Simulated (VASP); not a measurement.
# Mn (Pm-3m) in VASP: notebook, part 2 of 2

VASP 6.6.1. Earlier steps stand in the parts before.

## 3. Single point, LDA, collinear spin, ferromagnetic start (volume scaled by 0.55)

INCAR

```
ALGO = Normal
EDIFF = 1E-6
ENCUT = 520
GGA = CA
ISIF = 2
ISMEAR = -1
ISPIN = 2
LASPH = True
LCHARG = False
LMAXMIX = 4
LORBIT = 11
LREAL = False
LWAVE = False
MAGMOM = 3
NBANDS = 16
NELM = 150
PREC = Accurate
SIGMA = 0.1
```

KPOINTS

```
k-points
0
Gamma
  19 19 19
```

POSCAR

```
Mn
1.0
    1.8264358116      0.0000000000      0.0000000000
    0.0000000000      1.8264358116      0.0000000000
    0.0000000000      0.0000000000      1.8264358116
Mn
1
Direct
    0.0000000000      0.0000000000      0.0000000000
```

Potentials or basis: VASP PAW LDA potentials, release 64 (Mn_pv).

Command:

```bash
$ cat potpaw_LDA.64/Mn_pv/POTCAR > POTCAR
$ mpirun -np 1 vasp_std > vasp.out
```

OUTCAR:

```text
EDIFF = 1E-6
   ENCUT = 520
   GGA = CA
   ISIF = 2
   ISMEAR = -1
   ISPIN = 2
   LASPH = True
   LORBIT = 11
   LREAL = False
   NELM = 150
   PREC = Accurate

 ion  position               nearest neighbor table
   1  0.000  0.000  0.000-

  LATTYP: Found a simple cubic cell.
 ALAT       =     1.8264358116

  Lattice vectors:

 A1 = (   1.8264358116,   0.0000000000,   0.0000000000)
 A2 = (   0.0000000000,   1.8264358116,   0.0000000000)
[... 1122 lines left out ...]
  -------------------------------------------------------------------------------------
  Total       22.6386815     22.6386815     22.6386815      0.0000000      0.0000000      0.0000000
  in kB     5953.1725540   5953.1725540   5953.1725540      0.0000000      0.0000000      0.0000000
  external PRESSURE =    5953.1725540 kB  Pullay stress =       0.0000000 kB

 VOLUME and BASIS-vectors are now :
 -----------------------------------------------------------------------------
  energy-cutoff  :      520.00
  volume of cell :        6.09
      direct lattice vectors                 reciprocal lattice vectors
     1.826435812  0.000000000  0.000000000     0.547514451  0.000000000  0.000000000
     0.000000000  1.826435812  0.000000000     0.000000000  0.547514451  0.000000000
     0.000000000  0.000000000  1.826435812     0.000000000  0.000000000  0.547514451

 POSITION                                       TOTAL-FORCE (eV/Angst)
 -----------------------------------------------------------------------------------
      0.00000      0.00000      0.00000         0.000000      0.000000      0.000000
 -----------------------------------------------------------------------------------
    total drift:                                0.000000     -0.000000     -0.000000

  FREE ENERGIE OF THE ION-ELECTRON SYSTEM (eV)
  ---------------------------------------------------
  free  energy   TOTEN  =        -3.9141197656 eV

  energy  without entropy=       -3.8893483814  energy(sigma->0) =       -3.90173407

 total charge

# of ion       s       p       d       tot
------------------------------------------
    1        0.675   6.816   6.564  14.054

 magnetization (x)

# of ion       s       p       d       tot
------------------------------------------
    1       -0.000  -0.000   0.000   0.000
```

OSZICAR:

```text
N       E                     dE             d eps       ncg     rms          rms(c)
DAV:   1     0.699647375254E+02    0.69965E+02   -0.61203E+03 15336   0.121E+03
DAV:   2    -0.180454707234E+01   -0.71769E+02   -0.67609E+02 14768   0.267E+02
DAV:   3    -0.293003222583E+01   -0.11255E+01   -0.11240E+01 15976   0.345E+01
DAV:   4    -0.293133054392E+01   -0.12983E-02   -0.12983E-02 15720   0.117E+00
DAV:   5    -0.293133232361E+01   -0.17797E-05   -0.17779E-05 16032   0.386E-02    0.407E+01
DAV:   6    -0.395084721451E+01   -0.10195E+01   -0.12473E-01 16232   0.573E+00    0.192E+01
DAV:   7    -0.384908009552E+01    0.10177E+00   -0.67624E-02 16112   0.265E+00    0.653E+00
DAV:   8    -0.390174011959E+01   -0.52660E-01   -0.22672E-02 15728   0.167E+00    0.269E+00
DAV:   9    -0.391343317120E+01   -0.11693E-01   -0.11913E-03 15584   0.492E-01    0.448E-01
DAV:  10    -0.391406249041E+01   -0.62932E-03   -0.27287E-04 15920   0.197E-01    0.788E-02
DAV:  11    -0.391411961425E+01   -0.57124E-04   -0.21211E-05 14776   0.489E-02    0.311E-02
DAV:  12    -0.391411976563E+01   -0.15138E-06   -0.76848E-07 11672   0.113E-02
   1 F= -.39141198E+01 E0= -.39017341E+01  d E =-.247714E-01  mag=     0.0000
```

stdout:

```text
POSCAR found type information on POSCAR Mn
 POSCAR found :  1 types and       1 ions
 scaLAPACK will be used
 LDA part: xc-table for (Slater(with rela. corr.)+CA(PZ))
 , standard interpolation
 POSCAR, INCAR and KPOINTS ok, starting setup
 FFT: planning ... GRIDC
 FFT: planning ... GRID_SOFT
 FFT: planning ... GRID
 WAVECAR not read
 entering main loop
```

Wall time 16 s (1 thread of AMD EPYC 9R45 (Zen 5), shared host); peak memory 0.11 GiB.

What came out:

```yaml
Free_energy: -3.9141 eV
Pressure: 595.3 GPa
Net_moment: 0.00 μB per cell
```

Levels at points of the mesh, in eV from the Fermi level:
Spin up:
| k point | band 4 | band 5 | band 6 | band 7 | band 8 | band 9 |
| --- | --- | --- | --- | --- | --- | --- |
| (0.00, 0.00, 0.00) | -10.12 | -8.55 | -8.55 | 4.15 | 4.15 | 4.15 |
Spin down:
```
           k point  band 4  band 5  band 6  band 7  band 8  band 9
(0.00, 0.00, 0.00)  -10.12   -8.55   -8.55    4.15    4.15    4.15
```

Caveat: the starting moments collapsed, and a magnetic state may lie lower.

## 4. Single point, LDA, collinear spin, ferromagnetic start (volume scaled by 0.65)

INCAR

```
SYSTEM = Mn
ALGO     = Normal         ! electronic algorithm
EDIFF    = 1E-6           ! SCF threshold, eV
ENCUT    = 520            ! plane-wave cutoff, eV
ISIF     = 2              ! what is computed and relaxed
ISMEAR   = -1             ! smearing method
ISPIN    = 2              ! spin polarisation
LASPH    = .TRUE.         ! aspherical terms in the spheres
LCHARG   = .FALSE.        ! write CHGCAR
LMAXMIX  = 4              ! l up to which the mixer works
LORBIT   = 11             ! projections on sites
LREAL    = .FALSE.        ! projectors in reciprocal space
LWAVE    = .FALSE.        ! write WAVECAR
MAGMOM   = 3              ! initial moments
NBANDS   = 16             ! bands
NELM     = 150            ! most SCF steps
PREC     = Accurate       ! precision mode
SIGMA    = 0.1            ! smearing width, eV
```

KPOINTS

```
k-points
0
G
  19 19 19
  0 0 0
```

POSCAR

```
Mn
1.0
    1.9310253257      0.0000000000      0.0000000000
    0.0000000000      1.9310253257      0.0000000000
    0.0000000000      0.0000000000      1.9310253257
Mn
1
Direct
    0.0000000000      0.0000000000      0.0000000000
```

Command:

```bash
$ cat potpaw_LDA.64/Mn_pv/POTCAR > POTCAR
$ mpirun -np 1 vasp_std > vasp.out
```

Run time: 17 s. Hardware: 1 thread of AMD EPYC 9R45 (Zen 5), shared host; peak memory 0.11 GiB.

Results (log left out):

```
Free energy : -6.8684 eV
Pressure    : 292.4 GPa
Net moment  : 0.00 μB per cell
```

Levels at points of the mesh, in eV from the Fermi level:
Spin up:
```csv
k point,band 4,band 5,band 6,band 7,band 8,band 9
"(0.00, 0.00, 0.00)",-9.91,-7.00,-7.00,3.34,3.34,3.34
```
Spin down:
```
           k point  band 2  band 3  band 4  band 5  band 6  band 7  band 8  band 9  band 10  band 11
(0.00, 0.00, 0.00)  -46.89  -46.89   -9.91   -7.00   -7.00    3.34    3.34    3.34    27.77    27.77
```

Caveat: the starting moments collapsed, and a magnetic state may lie lower.

## 5. Single point, LDA, collinear spin, ferromagnetic start (volume scaled by 0.65)

INCAR

```
PREC = Accurate
ENCUT = 520
EDIFF = 1E-6
ISMEAR = -1
SIGMA = 0.1
LREAL = F
LASPH = T
NELM = 150
ALGO = Normal
ISIF = 2
LWAVE = F
LCHARG = F
ISPIN = 2
MAGMOM = 3
LORBIT = 11
LMAXMIX = 4
NBANDS = 16
```

KPOINTS

```
regular mesh
0
Gamma
  19 19 19
```

POSCAR is that of step 4.

Potentials or basis: VASP PAW LDA potentials, release 64 (Mn_pv).

Command:

```bash
$ cat potpaw_LDA.64/Mn_pv/POTCAR > POTCAR
$ mpirun -np 1 vasp_std > vasp.out
```

OUTCAR:

```text
PREC = Accurate
   ENCUT = 520
   EDIFF = 1E-6
   ISMEAR = -1
   LREAL = F
   LASPH = T
   NELM = 150
   ISIF = 2
   ISPIN = 2
   LORBIT = 11

 ion  position               nearest neighbor table
   1  0.000  0.000  0.000-

  LATTYP: Found a simple cubic cell.
 ALAT       =     1.9310253257

  Lattice vectors:

 A1 = (   1.9310253257,   0.0000000000,   0.0000000000)
 A2 = (   0.0000000000,   1.9310253257,   0.0000000000)
[... 1120 lines left out ...]
  --------------------------------------------------------------------------------------
  -------------------------------------------------------------------------------------
  Total       13.1430764     13.1430764     13.1430764      0.0000000     -0.0000000     -0.0000000
  in kB     2924.4466754   2924.4466754   2924.4466754      0.0000000     -0.0000000     -0.0000000
  external PRESSURE =    2924.4466754 kB  Pullay stress =       0.0000000 kB

 VOLUME and BASIS-vectors are now :
 -----------------------------------------------------------------------------
  energy-cutoff  :      520.00
  volume of cell :        7.20
      direct lattice vectors                 reciprocal lattice vectors
     1.931025326  0.000000000  0.000000000     0.517859599  0.000000000  0.000000000
     0.000000000  1.931025326  0.000000000     0.000000000  0.517859599  0.000000000
     0.000000000  0.000000000  1.931025326     0.000000000  0.000000000  0.517859599

 POSITION                                       TOTAL-FORCE (eV/Angst)
 -----------------------------------------------------------------------------------
      0.00000      0.00000      0.00000         0.000000      0.000000      0.000000
 -----------------------------------------------------------------------------------
    total drift:                               -0.000000     -0.000000     -0.000000

  FREE ENERGIE OF THE ION-ELECTRON SYSTEM (eV)
  ---------------------------------------------------
  free  energy   TOTEN  =        -6.8683867555 eV

  energy  without entropy=       -6.8405940225  energy(sigma->0) =       -6.85449039

 total charge

# of ion       s       p       d       tot
------------------------------------------
    1        0.607   6.648   6.111  13.367

 magnetization (x)

# of ion       s       p       d       tot
------------------------------------------
    1       -0.000  -0.000   0.000   0.000
```

OSZICAR:

```text
N       E                     dE             d eps       ncg     rms          rms(c)
DAV:   1     0.730645967570E+02    0.73065E+02   -0.64856E+03 15080   0.120E+03
DAV:   2    -0.477763931127E+01   -0.77842E+02   -0.73092E+02 15016   0.269E+02
DAV:   3    -0.614370140008E+01   -0.13661E+01   -0.13638E+01 15936   0.373E+01
DAV:   4    -0.614589494364E+01   -0.21935E-02   -0.21935E-02 15632   0.148E+00
DAV:   5    -0.614590006674E+01   -0.51231E-05   -0.51259E-05 16048   0.632E-02    0.298E+01
DAV:   6    -0.688318548211E+01   -0.73729E+00   -0.36963E-01 14808   0.110E+01    0.107E+01
DAV:   7    -0.684358635320E+01    0.39599E-01   -0.53874E-02 15640   0.250E+00    0.422E+00
DAV:   8    -0.686265843678E+01   -0.19072E-01   -0.10847E-02 14888   0.121E+00    0.199E+00
DAV:   9    -0.686803342480E+01   -0.53750E-02   -0.18711E-03 15976   0.620E-01    0.293E-01
DAV:  10    -0.686839253309E+01   -0.35911E-03   -0.76573E-05 14856   0.866E-02    0.644E-02
DAV:  11    -0.686838745733E+01    0.50758E-05   -0.87322E-06 15592   0.387E-02    0.228E-02
DAV:  12    -0.686838675545E+01    0.70187E-06   -0.10602E-06 12496   0.153E-02
   1 F= -.68683868E+01 E0= -.68544904E+01  d E =-.277927E-01  mag=     0.0004
```

stdout:

```text
POSCAR found type information on POSCAR Mn
 POSCAR found :  1 types and       1 ions
 scaLAPACK will be used
 LDA part: xc-table for (Slater(with rela. corr.)+CA(PZ))
 , standard interpolation
 POSCAR, INCAR and KPOINTS ok, starting setup
 FFT: planning ... GRIDC
 FFT: planning ... GRID_SOFT
 FFT: planning ... GRID
 WAVECAR not read
 entering main loop
```

Wall time 17 s (1 thread of AMD EPYC 9R45 (Zen 5), shared host); peak memory 0.11 GiB.

Results:

```yaml
Free_energy: -6.8684 eV
Pressure: 292.4 GPa
Net_moment: 0.00 μB per cell
```

Levels at points of the mesh, in eV from the Fermi level:
Spin up:
```
           k point  band 3  band 4  band 5  band 6  band 7  band 8  band 9  band 10
(0.00, 0.00, 0.00)  -46.89   -9.91   -7.00   -7.00    3.34    3.34    3.34    27.77
```
Spin down:
| k point | band 4 | band 5 | band 6 | band 7 | band 8 | band 9 |
| --- | --- | --- | --- | --- | --- | --- |
| (0.00, 0.00, 0.00) | -9.91 | -7.00 | -7.00 | 3.34 | 3.34 | 3.34 |

Caveat: the starting moments collapsed, and a magnetic state may lie lower.
